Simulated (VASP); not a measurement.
# GaSb (F-43m) in VASP: settings compared

The runs below take GaSb through single point, with r2SCAN, HSE06.

Everything below comes from runs of VASP 6.6.1. Logs are shortened: lines on timing, memory, paths and dates and some standing lists are left out, and cuts for length are marked.

### Step 1. The cell of the first run

It takes space group F-43m (No. 216, cubic). The conventional cell has a = 6.132 Å, b = 6.132 Å, c = 6.132 Å, α = 90.00°, β = 90.00°, γ = 90.00°. Ga (site symmetry -43m) has 4 Sb at 2.66 Å within 3.5 Å. Sb (site symmetry -43m) has 4 Ga at 2.66 Å within 3.5 Å.

### Step 2. Single point, r2SCAN

Contents of POSCAR:

```
GaSb
1.0
    0.0000000000      3.0658787993      3.0658787993
    3.0658787993      0.0000000000      3.0658787993
    3.0658787993      3.0658787993      0.0000000000
Ga Sb
1 1
Direct
    0.0000000000      0.0000000000      0.0000000000
    0.2500000000      0.2500000000      0.2500000000
```

Contents of INCAR.step1:

```
ALGO = Normal
EDIFF = 1E-5
ENCUT = 550
GGA = PE
GGA_COMPAT = False
ISMEAR = -1
LASPH = True
LCHARG = False
LREAL = False
LWAVE = True
NBANDS = 21
NELM = 120
PREC = Accurate
SIGMA = 0.02
```

Contents of INCAR.step2:

```
ALGO = Normal
EDIFF = 1E-6
ENCUT = 550
GGA_COMPAT = False
ISIF = 2
ISMEAR = -1
ISTART = 1
LASPH = True
LCHARG = True
LELF = True
LMIXTAU = True
LREAL = False
LVHAR = True
LWAVE = False
METAGGA = R2SCAN
NBANDS = 21
NELM = 120
PREC = Accurate
SIGMA = 0.02
```

Contents of KPOINTS:

```
k-points
0
Gamma
  8 8 8
```

Potentials or basis: VASP PAW PBE potentials, release 64 (Ga_d, Sb_d_GW).

The run is started by

```console
> cat potpaw_PBE.64/Ga_d/POTCAR potpaw_PBE.64/Sb_d_GW/POTCAR > POTCAR
> cp INCAR.step1 INCAR
> mpirun -np 1 vasp_std > vasp.out
> cp INCAR.step2 INCAR
> mpirun -np 1 vasp_std > vasp.out
```

OUTCAR:

```text
EDIFF = 1E-6
   ENCUT = 550
   ISIF = 2
   ISMEAR = -1
   ISTART = 1
   LASPH = True
   LREAL = False
   METAGGA = R2SCAN
   NELM = 120
   PREC = Accurate

 ion  position               nearest neighbor table
   1  0.000  0.000  0.000-   2 2.66   2 2.66   2 2.66   2 2.66
   2  0.250  0.250  0.250-   1 2.66   1 2.66   1 2.66   1 2.66

  LATTYP: Found a face centered cubic cell.
 ALAT       =     6.1317575986

  Lattice vectors:

 A1 = (   0.0000000000,   3.0658787993,   3.0658787993)
 A2 = (   3.0658787993,   0.0000000000,   3.0658787993)
 A3 = (   3.0658787993,   3.0658787993,   0.0000000000)

Analysis of symmetry for initial positions (statically):
=====================================================================
 Subroutine PRICEL returns:
 Original cell was already a primitive cell.

 Routine SETGRP: Setting up the symmetry group for a
 face centered cubic supercell.

 Subroutine GETGRP returns: Found 24 space group operations
 (whereof 24 operations were pure point group operations)
 out of a pool of 48 trial point group operations.

The static configuration has the point symmetry T_d .

Analysis of symmetry for dynamics (positions and initial velocities):
=====================================================================
 Subroutine PRICEL returns:
 Original cell was already a primitive cell.

 Routine SETGRP: Setting up the symmetry group for a
 face centered cubic supercell.

 Subroutine GETGRP returns: Found 24 space group operations
 (whereof 24 operations were pure point group operations)
 out of a pool of 48 trial point group operations.

The dynamic configuration has the point symmetry T_d .

 Subroutine INISYM returns: Found 24 space group operations
 (whereof 24 operations are pure point group operations),
 and found     1 'primitive' translations

----------------------------------------------------------------------------------------

                                     Primitive cell

  volume of cell :      57.6361

  direct lattice vectors                    reciprocal lattice vectors
     0.000000000  3.065878799  3.065878799    -0.163085377  0.163085377  0.163085377
     3.065878799  0.000000000  3.065878799     0.163085377 -0.163085377  0.163085377
     3.065878799  3.065878799  0.000000000     0.163085377  0.163085377 -0.163085377

  length of vectors
     4.335807379  4.335807379  4.335807379     0.282472159  0.282472159  0.282472159

  position of ions in fractional coordinates (direct lattice)
     0.000000000  0.000000000  0.000000000
     0.250000000  0.250000000  0.250000000

  ion indices of the primitive-cell ions
   primitive index   ion index
                 1           1
                 2           2

----------------------------------------------------------------------------------------

 KPOINTS: k-points

Automatic generation of k-mesh.
 Grid dimensions read from file:
 generate k-points for:    8    8    8

 Generating k-lattice:

  Cartesian coordinates                     Fractional coordinates (reciprocal lattice)
    -0.020385672  0.020385672  0.020385672     0.125000000  0.000000000  0.000000000
     0.020385672 -0.020385672  0.020385672     0.000000000  0.125000000  0.000000000
     0.020385672  0.020385672 -0.020385672     0.000000000  0.000000000  0.125000000

  Length of vectors
     0.035309020  0.035309020  0.035309020

  Shift w.r.t. Gamma in fractional coordinates (k-lattice)
     0.000000000  0.000000000  0.000000000

 Subroutine IBZKPT returns following result:
 ===========================================

 Found     29 irreducible k-points:

 Following reciprocal coordinates:
            Coordinates               Weight
  0.000000  0.000000  0.000000      1.000000
  0.125000  0.000000  0.000000      8.000000
  0.250000  0.000000  0.000000      8.000000
  0.375000  0.000000  0.000000      8.000000
  0.500000  0.000000  0.000000      4.000000
  0.125000  0.125000  0.000000      6.000000
[... 16 lines left out ...]
  0.500000  0.250000  0.125000     48.000000
 -0.375000  0.250000  0.125000     24.000000
 [... further k-points ...]
   k-points           NKPTS =     29   k-points in BZ     NKDIM =     29   number of bands    NBANDS=     21
   number of dos      NEDOS =    301   number of ions     NIONS =      2
   total plane-waves  NPLWV =  46656
   dimension x,y,z NGX =    36 NGY =   36 NGZ =   36
   dimension x,y,z NGXF=    72 NGYF=   72 NGZF=   72
   ions per type =               1   1
   NGX,Y,Z   is equivalent  to a cutoff of  13.80, 13.80, 13.80 a.u.
   NGXF,Y,Z  is equivalent  to a cutoff of  27.61, 27.61, 27.61 a.u.
 SYSTEM =  unknown system
   PREC   = accura    normal or accurate (medium, high low for compatibility)
   ISTART =      1    job   : 0-new  1-cont  2-samecut
   ICHARG =      0    charge: 1-file 2-atom 10-const
   ISPIN  =      1    spin polarized calculation?
   LNONCOLLINEAR =      F non collinear calculations
   LSORBIT =      F    spin-orbit coupling
   LASPH  =      T    aspherical Exc in radial PAW
   ENCUT  =  550.0 eV  40.42 Ry    6.36 a.u.   8.29  8.29  8.29*2*pi/ulx,y,z
   NELM   =    120;   NELMIN=  2; NELMDL=  0     # of ELM steps
   EDIFF  = 0.1E-05   stopping-criterion for ELM
   LREAL  =      F    real-space projection
   EDIFFG = 0.1E-04   stopping-criterion for IOM
   NSW    =      0    number of steps for IOM
   IBRION =     -1    ionic relax: 0-MD 1-quasi-New 2-CG
   NFREE  =      0    steps in history (QN), initial steepest desc. (CG)
   ISIF   =      2    stress and relaxation
   ISYM   =      2    0-nonsym 1-usesym 2-fastsym
   POTIM  = 0.5000    time-step for ionic-motion
   TEBEG  =    0.0;   TEEND  =   0.0 temperature during run
   PSTRESS=    0.0 pullay stress
   NELECT =      28.0000    total number of electrons
   NUPDOWN=      -1.0000    fix difference up-down
   EMIN   =  10.00;   EMAX   =-10.00  energy-range for DOS
   EFERMI =   0.00;   METHOD = LEGACY
   ISMEAR =    -1;   SIGMA  =   0.02  broadening in eV -4-tet -1-fermi 0-gaus
   EFERMI_NEDOS =   21; number of points for ismear=-14 and -15
   IALGO  =     38    algorithm
   IMIX   =      4    mixing-type and parameters
     AMIX     =   0.40;   BMIX     =  1.00
     AMIX_MAG =   1.60;   BMIX_MAG =  1.00
  volume/ion in A,a.u.               =      28.82       194.47
  Fermi-wavevector in a.u.,A,eV,Ry     =   1.286953  2.431988 22.534606  1.656247
  Thomas-Fermi vector in A             =   2.418996
   LORBIT       =      0    0 simple, 1 ext, 2 COOP (PROOUT), +10 PAW based schemes
   METAGGA = R2SCAN    functional components
   LHFCALC =     F    Hartree Fock is set to
   AEXX    =    0.0000 exact exchange contribution
   IVDW    =     0    specifies the selected vdW correction
   LEPSILON=     F    determine dielectric tensor
   LRPA    =     F    only Hartree local field effects (RPA)
 non-spin polarized calculation
  energy-cutoff  :      550.00
  volume of cell :       57.64
 maximum number of plane-waves:      1708
 NGX is ok and might be reduce to    36
   NGX = 17   NGY = 17   NGZ = 17

 number of electron      28.0000005 magnetization

 Free energy of the ion-electron system (eV)
  ---------------------------------------------------
  ext. energy  EPLUGINS =         0.00000000
  ---------------------------------------------------
  free energy    TOTEN  =       -37.63313663 eV

  energy without entropy =      -37.63313648  energy(sigma->0) =      -37.63313655

 E-fermi :   3.8141     XC(G=0): -10.0383

 val. band max:        3.6049124346   @ k =   0.0000   0.0000   0.0000
 cond. band min:       4.0012615160   @ k =   0.0000   0.0000   0.0000
 fundamental gap:      0.3963490814
 Fermi energy:         3.8140752365

 k-point     1 :       0.0000    0.0000    0.0000
  band No.  band energies     occupation
      1     -25.8691      2.00000
      2     -25.8691      2.00000
      3     -25.8691      2.00000
      4     -25.8436      2.00000
      5     -25.8436      2.00000
      6     -11.8731      2.00000
[... 13 lines left out ...]
     20      12.7965      0.00000
     21      12.7965      0.00000

 k-point     2 :       0.1250    0.0000    0.0000
  band No.  band energies     occupation
      1     -25.8690      2.00000
      2     -25.8686      2.00000
      3     -25.8686      2.00000
      4     -25.8436      2.00000
      5     -25.8436      2.00000
      6     -11.8776      2.00000
[... 13 lines left out ...]
     20      11.9509      0.00000
     21      11.9509      0.00000

 k-point     3 :       0.2500    0.0000    0.0000
  band No.  band energies     occupation
      1     -25.8687      2.00000
      2     -25.8675      2.00000
      3     -25.8675      2.00000
      4     -25.8432      2.00000
      5     -25.8432      2.00000
      6     -11.8882      2.00000
[... 13 lines left out ...]
     20      11.7226      0.00000
     21      11.7226      0.00000

 k-point     4 :       0.3750    0.0000    0.0000
  band No.  band energies     occupation
      1     -25.8685      2.00000
      2     -25.8664      2.00000
      3     -25.8664      2.00000
      4     -25.8429      2.00000
      5     -25.8429      2.00000
      6     -11.8984      2.00000
[... 13 lines left out ...]
     20      12.7390      0.00000
     21      12.7390      0.00000

 k-point     5 :       0.5000    0.0000    0.0000
  band No.  band energies     occupation
      1     -25.8684      2.00000
      2     -25.8660      2.00000
      3     -25.8660      2.00000
      4     -25.8427      2.00000
      5     -25.8427      2.00000
      6     -11.9026      2.00000
[... 13 lines left out ...]
     20      14.1656      0.00000
     21      14.1656      0.00000
[... 382 lines left out ...]
     20      15.0444      0.00000
     21      15.7791      0.00000

 k-point    22 :       0.3750    0.2500    0.1250
  band No.  band energies     occupation
      1     -25.8697      2.00000
      2     -25.8661      2.00000
      3     -25.8658      2.00000
      4     -25.8441      2.00000
      5     -25.8422      2.00000
      6     -11.8989      2.00000
[... 13 lines left out ...]
     20      13.2613      0.00000
     21      13.5336      0.00000

 k-point    23 :       0.5000    0.2500    0.1250
  band No.  band energies     occupation
      1     -25.8689      2.00000
      2     -25.8659      2.00000
      3     -25.8647      2.00000
      4     -25.8438      2.00000
      5     -25.8420      2.00000
      6     -11.9060      2.00000
[... 13 lines left out ...]
     20      12.9429      0.00000
     21      14.4457      0.00000

 k-point    24 :      -0.3750    0.2500    0.1250
  band No.  band energies     occupation
      1     -25.8682      2.00000
      2     -25.8662      2.00000
      3     -25.8643      2.00000
      4     -25.8434      2.00000
      5     -25.8421      2.00000
      6     -11.9087      2.00000
[... 13 lines left out ...]
     20      13.9080      0.00000
     21      14.4322      0.00000

 [... further k-points ...]
[... 5 lines left out ...]
  --------------------------------------------------------------------------------------
  -------------------------------------------------------------------------------------
  Total        0.0008700      0.0008700      0.0008700      0.0000000      0.0000000      0.0000000
  in kB        0.0241856      0.0241856      0.0241856      0.0000000      0.0000000      0.0000000
  external PRESSURE =       0.0241856 kB  Pullay stress =       0.0000000 kB

 VOLUME and BASIS-vectors are now :
 -----------------------------------------------------------------------------
  energy-cutoff  :      550.00
  volume of cell :       57.64
      direct lattice vectors                 reciprocal lattice vectors
     0.000000000  3.065878799  3.065878799    -0.163085377  0.163085377  0.163085377
     3.065878799  0.000000000  3.065878799     0.163085377 -0.163085377  0.163085377
     3.065878799  3.065878799  0.000000000     0.163085377  0.163085377 -0.163085377

 POSITION                                       TOTAL-FORCE (eV/Angst)
 -----------------------------------------------------------------------------------
      0.00000      0.00000      0.00000        -0.000000     -0.000000     -0.000000
      1.53294      1.53294      1.53294         0.000000      0.000000      0.000000
 -----------------------------------------------------------------------------------
    total drift:                                0.000000      0.000000     -0.000000

  FREE ENERGIE OF THE ION-ELECTRON SYSTEM (eV)
  ---------------------------------------------------
  free  energy   TOTEN  =       -37.6331366278 eV

  energy  without entropy=      -37.6331364810  energy(sigma->0) =      -37.63313655
```

It took 4.2 min on 1 thread of Intel Xeon Platinum 8259CL at 2.50GHz (Skylake/Cascade Lake), shared host; peak memory 0.25 GiB.

Results:

- Free energy: -37.6331 eV
- Pressure: 0.0 GPa
- Band gap on the k mesh: 0.40 eV

Levels at points of the mesh, in eV from the valence-band top:
| k point | band 12 | band 13 | band 14 | band 15 | band 16 | band 17 |
| --- | --- | --- | --- | --- | --- | --- |
| (0.00, 0.00, 0.00) | 0.00 | 0.00 | 0.00 | 0.40 | 2.99 | 2.99 |
| (0.50, 0.00, 0.00) | -6.54 | -1.20 | -1.20 | 0.67 | 4.03 | 4.03 |
| (0.50, 0.50, 0.00) | -7.00 | -2.67 | -2.67 | 1.13 | 1.50 | 9.26 |

Caveat: the PAW data sets were made with another functional, which shifts forces and pressure a little; spin-orbit coupling is left out, which moves the levels of the heavy elements. A k mesh can miss the band edges.

[end of part 1 of 2]
